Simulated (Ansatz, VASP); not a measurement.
**Two plane-wave programs on TaH5**

```
Ta H
1.0
    -0.03287    0.01956   -3.21484
     1.75897   -3.12781    0.03789
    -5.35416   -3.17242   -0.03674
Ta H
2 10
Cartesian
  -1.8191 -3.2100 -1.6654
  -3.6184 -6.2893 -1.5915
  -2.8928 -3.2067 -0.0541
  0.6938 -3.0523 0.0631
  -3.0393 -5.3059 0.0018
  -1.2725 -2.1898 0.0443
  -1.2746 -4.0812 -0.0817
  -4.8360 -4.1639 0.0255
  -3.6477 -2.0543 -1.6724
  -0.0471 -2.1097 -1.5921
  -3.5106 -4.1959 -1.5241
  -0.0007 -4.1838 -1.5898
```

Change from the starting cell: cell x2, atoms moved at random (sigma 0.05 Å) and cell strained at random (1.5 %), then relaxed without symmetry.

Alike in both runs: task relaxation of cell and atoms; functional PBE; k mesh 8 × 6 × 4; occupations gaussian, width 0.2 eV; no spin polarisation.

```csv
,VASP,Ansatz
version,VASP 6.6.1,Ansatz 0.2.0
potentials or method,"VASP PAW PBE potentials, release 64 (Ta_pv, H), cutoff 600 eV","scalar-relativistic, plane waves, PAW"
valence electrons in the cell,32,36
```

VASP gave:

```
gap on the k mesh at the Fermi level, each at its own relaxed structure (eV) : none
relaxed volume (Å³/atom)                                                     : 5.72
relaxed cell length with the largest relative difference (Å)                 : 6.175
```

Problem. Estimate Ansatz's values.

Solution. gap on the k mesh at the Fermi level, each at its own relaxed structure (eV): none; relaxed volume (Å³/atom): 5.83; relaxed cell length with the largest relative difference (Å): 6.282.

A gap of «none» marks a metal or a gap that the smearing closes. VASP's potentials hold 32 valence electrons a cell and Ansatz's 36, so a difference there can come from the potentials and not from the codes.

Neither program's run includes spin-orbit coupling.
